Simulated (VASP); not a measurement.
Write the native input for VASP 6.6.1 that does the following.

| Property | Result |
| --- | --- |
| Task | single point |
| Functional | PBE |
| Potentials or basis | VASP PAW PBE potentials, release 64 (Mg) |
| Cutoff | 520 eV |
| k mesh | 20 × 20 × 20 |
| Occupations | gaussian, width 0.15 eV |
| Spin | no spin polarisation |
| Dipole correction | no |
| Further INCAR settings | ALGO = Normal; EDIFF = 1e-06; NBANDS = 7 |

The structure of Mg lies in POSCAR:

```
Mg
1.0
   -1.8190955876      1.8190955876      1.6895787993
    1.8190955876     -1.8190955876      1.6895787993
    1.8190955876      1.8190955876     -1.6895787993
Mg
1
Direct
    0.0000000000      0.0000000000      0.0000000000
```

This cell differs from its parent crystal: volume 22.364 Å^3 an atom, c/a of the conventional cell 0.9288.

These files were run (other wordings do the same):

INCAR

```
  PREC = Accurate
  ENCUT = 520
  EDIFF = 1E-6
  ISMEAR = 0
  SIGMA = 0.15
  LREAL = False
  LASPH = True
  NELM = 80
  ALGO = Normal
  ISIF = 2
  LWAVE = False
  LCHARG = False
  GGA = PE
  NBANDS = 7
```

KPOINTS

```
regular mesh
0
Gamma
  20 20 20
```

Potentials or basis: VASP PAW PBE potentials, release 64 (Mg).

The run is started by

```console
$ cat potpaw_PBE.64/Mg/POTCAR > POTCAR
$ mpirun -np 1 vasp_std > vasp.out
```

It gave:

| Quantity | Value |
| --- | --- |
| Pressure | 0.9 GPa |
| Band gap on the k mesh | zero (band 1 reaches 6.16 eV, above the bottom of band 2 at 1.53 eV) |

Wall time 21 s on 1 thread of Intel(R) Xeon(R) 6975P-C (Granite Rapids) (shared host), peak memory 0.22 GiB.
